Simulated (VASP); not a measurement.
# Ga3PN2 (R-3m) in VASP: further runs

The runs below take Ga3PN2 through single point, with PBE.

Everything below comes from runs of VASP 6.6.1. Logs are shortened: lines on timing, memory, paths and dates and some standing lists are left out, and cuts for length are marked.

### 1 The cell of the first run

Symmetry: R-3m, No. 166, trigonal system. Conventional cell: a = 5.228 Å, b = 5.228 Å, c = 12.420 Å, α = 90.00°, β = 90.00°, γ = 120.00°. Within 3.4 Å of Ga (site symmetry 2/m) lie 2 P at 2.56 Å and 4 Ga at 2.61 Å and 6 N at 2.99 to 3.04 Å. Within 3.4 Å of P (site symmetry -3m) lie 6 Ga at 2.56 Å and 6 N at 3.06 Å. Within 3.9 Å of N (site symmetry 3m) lie 9 Ga at 2.99 to 3.04 Å and 3 P at 3.06 Å and 4 N at 3.11 to 3.19 Å.

The cell was generated, and may not be a known phase.

### 2 Single point, PBE, collinear spin, ferromagnetic start

Contents of INCAR:

```
SYSTEM = Ga3PN2
PREC     = Accurate       ! precision mode
ENCUT    = 520            ! plane-wave cutoff, eV
EDIFF    = 1E-6           ! SCF threshold, eV
ISMEAR   = 0              ! smearing method
SIGMA    = 0.1            ! smearing width, eV
LREAL    = .False.        ! projectors in reciprocal space
LASPH    = .True.         ! aspherical terms in the spheres
NELM     = 150            ! most SCF steps
ALGO     = Fast           ! electronic algorithm
ISIF     = 2              ! what is computed and relaxed
LWAVE    = .False.        ! write WAVECAR
LCHARG   = .False.        ! write CHGCAR
ISPIN    = 2              ! spin polarisation
MAGMOM   = 0 0 0 0 1 1    ! initial moments
LORBIT   = 11             ! projections on sites
GGA      = PE             ! functional
NBANDS   = 40             ! bands
```

Contents of KPOINTS:

```
regular mesh
0
Gamma
  6 6 6
  0 0 0
```

Contents of POSCAR:

```
Ga3PN2
1.0
    2.6138859100      1.5091277300      4.1399006500
   -2.6138859100      1.5091277300      4.1399006500
    0.0000000000     -3.0182554700      4.1399006500
Ga P N
3 1 2
Direct
    0.0000000000      0.5000000000      0.0000000000
    0.5000000000      0.0000000000      0.0000000000
    0.0000000000      0.0000000000      0.5000000000
    0.0000000000      0.0000000000      0.0000000000
    0.6250399900      0.6250399900      0.6250399900
    0.3749600100      0.3749600100      0.3749600100
```

Potentials or basis: VASP PAW PBE potentials, release 64 (Ga_d, P, N).

Run with:

```console
$ cat potpaw_PBE.64/Ga_d/POTCAR potpaw_PBE.64/P/POTCAR potpaw_PBE.64/N/POTCAR > POTCAR
$ mpirun -np 1 vasp_std > vasp.out
```

OUTCAR:

```text
SYSTEM = Ga3PN2
   PREC = Accurate
   ENCUT = 520
   EDIFF = 1E-6
   ISMEAR = 0
   LREAL = .False.
   LASPH = .True.
   NELM = 150
   ISIF = 2
   ISPIN = 2
   LORBIT = 11
   GGA = PE

 ion  position               nearest neighbor table
   1  0.000  0.500  0.000-   4 2.56   4 2.56   3 2.61   3 2.61   2 2.61   2 2.61
   2  0.500  0.000  0.000-   4 2.56   4 2.56   3 2.61   3 2.61   1 2.61   1 2.61
   3  0.000  0.000  0.500-   4 2.56   4 2.56   2 2.61   1 2.61   1 2.61   2 2.61
   4  0.000  0.000  0.000-   1 2.56   2 2.56   1 2.56   2 2.56   3 2.56   3 2.56
   5  0.625  0.625  0.625-
   6  0.375  0.375  0.375-

  LATTYP: Found a trigonal (rhomboedric) cell.
 ALAT       =     5.1233429953
 COS(alpha) =     0.4794093215

  Lattice vectors:

 A1 = (   2.6138859100,   1.5091277300,   4.1399006500)
 A2 = (  -2.6138859100,   1.5091277300,   4.1399006500)
 A3 = (   0.0000000000,  -3.0182554700,   4.1399006500)

Analysis of symmetry for initial positions (statically):
=====================================================================
 Subroutine PRICEL returns:
 Original cell was already a primitive cell.

 Routine SETGRP: Setting up the symmetry group for a
 trigonal (rhombohedral) supercell.

 Subroutine GETGRP returns: Found 12 space group operations
 (whereof 12 operations were pure point group operations)
 out of a pool of 12 trial point group operations.

The static configuration has the point symmetry D_3d.

Analysis of symmetry for dynamics (positions and initial velocities):
=====================================================================
 Subroutine PRICEL returns:
 Original cell was already a primitive cell.

 Routine SETGRP: Setting up the symmetry group for a
 trigonal (rhombohedral) supercell.

 Subroutine GETGRP returns: Found 12 space group operations
 (whereof 12 operations were pure point group operations)
 out of a pool of 12 trial point group operations.

The dynamic configuration has the point symmetry D_3d.

Analysis of structural, dynamic, and magnetic symmetry:
=====================================================================
 Subroutine PRICEL returns:
 Original cell was already a primitive cell.

 Routine SETGRP: Setting up the symmetry group for a
 trigonal (rhombohedral) supercell.

 Subroutine GETGRP returns: Found 12 space group operations
 (whereof 12 operations were pure point group operations)
 out of a pool of 12 trial point group operations.

The overall configuration has the point symmetry D_3d.

 Subroutine INISYM returns: Found 12 space group operations
[... 142 lines left out ...]
 NGX is ok and might be reduce to    40
   NGX = 19   NGY = 19   NGZ = 19

 number of electron      54.0000010 magnetization       3.3344288

 Free energy of the ion-electron system (eV)
  ---------------------------------------------------
  ext. energy  EPLUGINS =         0.00000000
  ---------------------------------------------------
  free energy    TOTEN  =       -20.73028617 eV

  energy without entropy =      -20.72186643  energy(sigma->0) =      -20.72607630

 E-fermi :   4.3877     XC(G=0): -10.5652

 val. band max:        4.3872921748   @ k =   0.5000   0.0000   0.0000
 cond. band min:       4.4175932945   @ k =   0.5000   0.5000   0.0000
 fundamental gap:      0.0303011197
 Fermi energy:         4.3877326086

 spin component 1

 k-point     1 :       0.0000    0.0000    0.0000
  band No.  band energies     occupation
      1     -11.1067      1.00000
      2     -10.9220      1.00000
      3     -10.8842      1.00000
      4     -10.8842      1.00000
      5     -10.6544      1.00000
      6     -10.6164      1.00000
[... 997 lines left out ...]
     38      12.5559      0.00000
     39      14.1826      0.00000

 [... further k-points ...]

 spin component 2

 k-point     1 :       0.0000    0.0000    0.0000
  band No.  band energies     occupation
      1     -11.0958      1.00000
      2     -10.9223      1.00000
      3     -10.8930      1.00000
      4     -10.8930      1.00000
      5     -10.6636      1.00000
      6     -10.6205      1.00000
[... 997 lines left out ...]
     38      12.5540      0.00000
     39      14.2672      0.00000

 [... further k-points ...]

 [bands above 39 left out]

------------------------ aborting loop because EDIFF is reached ----------------------------------------

  FORCE on cell =-STRESS in cart. coord.  units (eV):
  Direction    XX          YY          ZZ          XY          YZ          ZX
  --------------------------------------------------------------------------------------
  -------------------------------------------------------------------------------------
  Total        2.7533077      2.7533077     -4.8002239      0.0000000      0.0000000     -0.0000000
  in kB       45.0206272     45.0206272    -78.4907144      0.0000000      0.0000001     -0.0000000
  external PRESSURE =       3.8501800 kB  Pullay stress =       0.0000000 kB

 VOLUME and BASIS-vectors are now :
 -----------------------------------------------------------------------------
  energy-cutoff  :      520.00
  volume of cell :       97.98
      direct lattice vectors                 reciprocal lattice vectors
     2.613885910  1.509127730  4.139900650     0.191286084  0.110439072  0.080517230
    -2.613885910  1.509127730  4.139900650    -0.191286084  0.110439072  0.080517230
     0.000000000 -3.018255470  4.139900650     0.000000000 -0.220878144  0.080517230

 POSITION                                       TOTAL-FORCE (eV/Angst)
 -----------------------------------------------------------------------------------
     -1.30694      0.75456      2.06995         0.000000     -0.000000      0.000000
      1.30694      0.75456      2.06995        -0.000000     -0.000000     -0.000000
      0.00000     -1.50913      2.06995        -0.000000     -0.000000     -0.000000
      0.00000      0.00000      0.00000        -0.000000     -0.000000      0.000000
      0.00000     -0.00000      7.76281        -0.000000      0.000000     -0.185921
      0.00000     -0.00000      4.65689        -0.000000     -0.000000      0.185921
 -----------------------------------------------------------------------------------
    total drift:                               -0.000000      0.000000     -0.000000

  FREE ENERGIE OF THE ION-ELECTRON SYSTEM (eV)
  ---------------------------------------------------
  free  energy   TOTEN  =       -20.7302861704 eV

  energy  without entropy=      -20.7218664330  energy(sigma->0) =      -20.72607630

 total charge

# of ion       s       p       d       tot
------------------------------------------
    1        1.012   0.569   9.986  11.567
    2        1.012   0.569   9.986  11.567
    3        1.012   0.569   9.986  11.567
    4        1.139   1.255   0.000   2.394
    5        1.357   1.974   0.000   3.331
    6        1.357   1.974   0.000   3.331
--------------------------------------------------
tot          6.888   6.912  29.958  43.758

 magnetization (x)

# of ion       s       p       d       tot
------------------------------------------
    1        0.033  -0.062  -0.001  -0.030
    2        0.033  -0.062  -0.001  -0.030
    3        0.033  -0.062  -0.001  -0.030
    4        0.009   0.000   0.000   0.010
    5        0.026   1.229   0.000   1.255
    6        0.026   1.229   0.000   1.255
--------------------------------------------------
tot          0.161   2.272  -0.003   2.430
```

stdout:

```text
POSCAR found type information on POSCAR GaP N
 POSCAR found :  3 types and       6 ions
 scaLAPACK will be used
 LDA part: xc-table for (Slater+PW92), standard interpolation
 POSCAR, INCAR and KPOINTS ok, starting setup
 FFT: planning ... GRIDC
 FFT: planning ... GRID_SOFT
 FFT: planning ... GRID
 WAVECAR not read
 entering main loop
```

Wall time 9.4 min (1 thread of Oxide Virtual Turin-like, shared host); peak memory 0.37 GiB.

What came out:

```
Free energy                                           : -20.7303 eV
Pressure                                              : 0.4 GPa
Largest force                                         : 0.186 eV/Å
Net moment                                            : 3.33 μB per cell
Site moments                                          : Ga -0.03; P +0.01; N +1.25 μB
Valence electrons inside the program's atomic spheres : Ga 11.57; P 2.39; N 3.33
```

Forces on the atoms (eV/Å):
```
Ga   0.000  0.000  0.000
Ga   0.000  0.000  0.000
Ga   0.000  0.000  0.000
P    0.000  0.000  0.000
N    0.000  0.000 -0.186
N    0.000  0.000  0.186
```

Stress tensor (GPa, compression positive):
```
 4.50  0.00  0.00
 0.00  4.50  0.00
 0.00  0.00 -7.85
```

Levels at points of the mesh, in eV from the Fermi level:
Spin up:
```
           k point  band 25  band 26  band 27  band 28  band 29  band 30  band 31  band 32  band 33  band 34
(0.00, 0.00, 0.00)    -3.09    -2.61    -1.81    -1.81    -0.50    -0.50     1.03     1.37     1.37     6.80
(0.50, 0.00, 0.00)    -2.11    -1.48    -1.32    -1.07    -0.45     0.79     2.28     3.78     4.63     5.20
(0.50, 0.50, 0.00)    -1.55    -1.51    -0.96    -0.93     0.03     1.29     1.90     3.29     4.03     4.19
(0.50, 0.50, 0.50)    -2.22    -1.14    -1.14    -0.58     1.40     1.40     1.83     2.67     2.67     4.10
```
Spin down:
| k point | band 21 | band 22 | band 23 | band 24 | band 25 | band 26 | band 27 | band 28 | band 29 | band 30 |
| --- | --- | --- | --- | --- | --- | --- | --- | --- | --- | --- |
| (0.00, 0.00, 0.00) | -3.42 | -3.42 | -2.55 | -2.55 | -2.45 | -0.63 | -0.28 | -0.28 | 0.25 | 0.25 |
| (0.50, 0.00, 0.00) | -3.63 | -3.50 | -3.43 | -2.38 | 0.00 | 0.49 | 0.73 | 0.87 | 0.99 | 1.38 |
| (0.50, 0.50, 0.00) | -5.43 | -2.77 | -1.16 | -0.06 | 0.48 | 0.92 | 0.97 | 1.16 | 1.35 | 1.65 |
| (0.50, 0.50, 0.50) | -4.26 | -2.65 | -2.46 | -2.46 | -0.64 | 0.90 | 0.90 | 1.41 | 1.99 | 1.99 |

Caveat: the stress differs along the axes, from -8 to 5 GPa.

### 3 Single point, PBE

This run uses another cell than the first one, of 18.76 Å³/atom.

Contents of INCAR:

```
  ALGO = Fast
  EDIFF = 1E-6
  ENCUT = 520
  GGA = PE
  ISIF = 2
  ISMEAR = 0
  LASPH = T
  LCHARG = F
  LREAL = F
  LWAVE = F
  NBANDS = 36
  NELM = 100
  PREC = Accurate
  SIGMA = 0.1
```

Contents of KPOINTS:

```
k-points
0
Gamma
  12 12 12
```

Contents of POSCAR:

```
Ga3PN2
1.0
    2.8665666217      1.6550130091      3.9536433832
   -2.8665666217      1.6550130091      3.9536433832
    0.0000000000     -3.3100260229      3.9536433812
Ga P N
3 1 2
Direct
    0.0000000000      0.5000000000      0.0000000000
    0.5000000000      0.0000000000      0.0000000000
    0.0000000000      0.0000000000      0.5000000000
    0.0000000000      0.0000000000      0.0000000000
    0.7441134994      0.7441134994      0.7441134994
    0.2558865006      0.2558865006      0.2558865006
```

Potentials or basis: VASP PAW PBE potentials, release 64 (Ga_d, P, N).

Run with:

```console
$ cat potpaw_PBE.64/Ga_d/POTCAR potpaw_PBE.64/P/POTCAR potpaw_PBE.64/N/POTCAR > POTCAR
$ mpirun -np 1 vasp_std > vasp.out
```

Run time: 22 min. Hardware: 1 thread of Oxide Virtual Turin-like, shared host; peak memory 0.67 GiB.

The run converged. Its results:

- Free energy: -27.3594 eV
- Pressure: 0.1 GPa
- Largest force: 0.038 eV/Å
- Band gap on the k mesh: zero (bands 27 and 28 overlap by 0.16 eV)

Forces in eV/Å, atoms in the order of the input:
```
Ga   0.000  0.000  0.000
Ga   0.000  0.000  0.000
Ga   0.000  0.000  0.000
P    0.000  0.000  0.000
N    0.000  0.000 -0.038
N    0.000  0.000  0.038
```

Levels at points of the mesh, in eV from the Fermi level:
```tsv
k point	band 24	band 25	band 26	band 27	band 28	band 29	band 30	band 31
(0.00, 0.00, 0.00)	-3.31	-2.87	-2.87	-0.91	-0.17	2.08	2.08	2.97
(0.50, 0.00, 0.00)	-2.88	-2.02	-1.05	-0.48	1.13	1.70	1.89	3.03
(0.50, 0.50, 0.00)	-2.45	-2.44	-0.27	-0.06	0.69	1.34	2.70	3.17
(0.50, 0.50, 0.50)	-2.41	-0.22	-0.22	-0.01	0.81	0.81	2.38	4.66
```

Caveat: semilocal functionals underestimate gaps, and a narrow one can read as zero.

The gap in the log of VASP goes by the Fermi energy; the results here count the filled bands.